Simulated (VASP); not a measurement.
Input of a VASP 6.6.1 run:

Contents of INCAR:

```
  PREC = Accurate
  ENCUT = 520
  EDIFF = 1E-6
  ISMEAR = 0
  SIGMA = 0.15
  LREAL = Auto
  LASPH = T
  NELM = 80
  ALGO = Normal
  ISIF = 2
  LWAVE = F
  LCHARG = F
  GGA = PS
  NBANDS = 93
```

File KPOINTS:

```
Automatic mesh
0
Gamma
  4 4 1
```

Contents of POSCAR:

```
W9C8
1.0
    5.7996800000      0.0000000000      0.0000000000
   -2.8998400000      5.0226700000      0.0000000000
    0.0000000000      0.0000000000     15.2562950000
W C
9 8
Direct
    0.0000000000      0.0000000000      0.0655467137
    0.0017470636      0.0067332713      0.2557759928
    0.0000000000      0.5000000000      0.0655467137
   -0.0001384603      0.4997013541      0.2414188373
    0.5000000000      0.0000000000      0.0655467137
    0.5050062232      0.0067360587      0.2557788769
    0.5000000000      0.5000000000      0.0655467137
    0.4980653125      0.4961144172      0.2487846492
    1.0768598509      0.6537021146      0.4052229588
    0.3318477097      0.1636967987      0.1542601267
    0.3276999757      0.1553840885      0.3323084012
    0.3365333029      0.6683297927      0.1509384815
    0.3246855170      0.6414874957      0.3313978918
    0.8328827060      0.1657550665      0.1523331844
    0.8552978151      0.2105832157      0.3384037212
    0.8318143704      0.6683341729      0.1509424798
    0.8168224684      0.6414819210      0.3313978918
```

Potentials or basis: VASP PAW PBE potentials, release 64 (W_sv, C).

The run is started by

```sh
$ cat potpaw_PBE.64/W_sv/POTCAR potpaw_PBE.64/C/POTCAR > POTCAR
$ mpirun -np 1 vasp_std > vasp.out
```

(1) Estimate the band gap on the k mesh.

(2) Estimate the largest force.

## Answers

(1) zero (bands 79 and 80 overlap by 0.41 eV).

(2) 1.262 eV/Å.

Caveat: the PAW data sets were made with another functional, which shifts forces and pressure a little; spin-orbit coupling is left out, which moves the levels of the heavy elements.
